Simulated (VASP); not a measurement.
The system is Al16CN16 (a cell with a defect).

```
Al N C
1.0
     6.25951    0.00000    0.00000
    -3.12976    5.42090    0.00000
     0.00000    0.00000   10.03481
Al N C
16 16 1
Direct
  0.35438 0.16938 0.25079
  0.17482 0.32840 0.51367
  0.34494 0.16137 0.75228
  0.18964 0.33880 0.99330
  0.35189 0.66968 0.24898
  0.16983 0.83024 0.49762
  0.34361 0.66985 0.75265
  0.18137 0.83519 0.00249
  0.86490 0.17128 0.22368
  0.64109 0.32774 0.50662
  0.84577 0.16588 0.75130
  0.68153 0.33648 0.99794
  0.84650 0.66622 0.24779
  0.64401 0.79807 0.50785
  0.84811 0.66684 0.75015
  0.68056 0.83169 0.99670
  0.31663 0.16506 0.44084
  0.20427 0.34351 0.17722
  0.34854 0.16561 0.93800
  0.18383 0.33425 0.69947
  0.31417 0.64030 0.44049
  0.18273 0.83331 0.19155
  0.34767 0.67412 0.93824
  0.17849 0.83119 0.68749
  0.64068 0.06654 0.41853
  0.68876 0.33734 0.18462
  0.84796 0.16939 0.93974
  0.67995 0.33075 0.69080
  0.82695 0.65737 0.44057
  0.68360 0.82877 0.18296
  0.84913 0.66982 0.93712
  0.67762 0.83021 0.69191
  0.88345 0.16696 0.41456
```

Base run:

- Program: VASP 6.6.1
- Functional: r2SCAN
- Potentials or basis: VASP PAW PBE potentials, release 64 (Al, N, C)
- Cutoff: 580 eV
- k mesh: 1 × 1 × 1, shifted
- Occupations: fermi-dirac, width 0.01 eV
- Spin: no spin polarisation

Its results: band gap on the k mesh 1.36 eV; pressure 1.4 GPa; largest force 0.254 eV/Å.

The run is repeated on the same cell with these changes: functional from r2SCAN to HSE06; cutoff from 580 eV to 520 eV. What comes out?

Band gap on the k mesh 2.56 eV; pressure 0.4 GPa; largest force 0.535 eV/Å.

Caveats: the PAW data sets were made with another functional, which shifts forces and pressure a little.

A k mesh can miss the band edges.
